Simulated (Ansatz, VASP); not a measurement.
## Two plane-wave programs on BeB

Contents of INCAR:

```
  PREC = Accurate
  ENCUT = 600
  EDIFF = 1E-6
  ISMEAR = 0
  SIGMA = 0.1
  LREAL = False
  LASPH = True
  NELM = 100
  ALGO = Normal
  ISIF = 3
  LWAVE = False
  LCHARG = False
  GGA = PE
  IBRION = 2
  NSW = 100
  EDIFFG = -0.01
```

The input KPOINTS:

```
Automatic mesh
0
Gamma
  33 33 10
```

Contents of POSCAR:

```
BeB
1.0
    1.9571280679      0.0000000000      0.0000000000
   -0.9785640340      1.6949226253      0.0000000000
    0.0000000000      0.0000000000      5.2485559196
Be B
1 1
Direct
    0.0000000000      0.0000000000      0.5000000000
    0.0000000000      0.0000000000      0.0000000000
```

Input for Ansatz:

```yaml
crystal:
  lattice:
    - [1.9571280679, 0.0, 0.0]
    - [-0.978564034, 1.6949226253, 0.0]
    - [0.0, 0.0, 5.2485559196]
  atoms:
    - { symbol: Be, position: [0.0, 0.0, 0.5] }
    - { symbol: B, position: [0.0, 0.0, 0.0] }
basis:
  ecutwfc: 420
kpoints:
  mp_grid: { grid: [33, 33, 10] }
hamiltonian:
  xc: pbe
scf:
  occupations: { method: gaussian, width: 0.1 }
output:
  forces: true
  stress: true
  eigenvalues: true
  write_density: true
  write_potential: true
  elf: true
  volumetric_format: npy
relax:
  adjacent_minimum: "off"
  f_tol: 0.01
  max_steps: 80
  cell: { stress_tol: 0.05 }
```

Alike in both runs: task relaxation of cell and atoms; functional PBE; k mesh 33 × 33 × 10; occupations gaussian, width 0.1 eV; no spin polarisation.

|  | VASP | Ansatz |
| --- | --- | --- |
| version | VASP 6.6.1 | Ansatz 0.2.0 |
| potentials or method | VASP PAW PBE potentials, release 64 (Be, B), cutoff 600 eV | scalar-relativistic, plane waves, PAW |
| valence electrons in the cell | 5 | 5 |

```tsv
	VASP	Ansatz	Ansatz less VASP
gap on the k mesh at the Fermi level, each at its own relaxed structure (eV)	none	none	-
relaxed volume (Å³/atom)	8.44	8.44	+0.001
relaxed length of the cell vector where the two differ most in proportion (Å)	1.961	1.961	+0.0001
```

A gap of «none» marks a metal or a gap that the smearing closes.
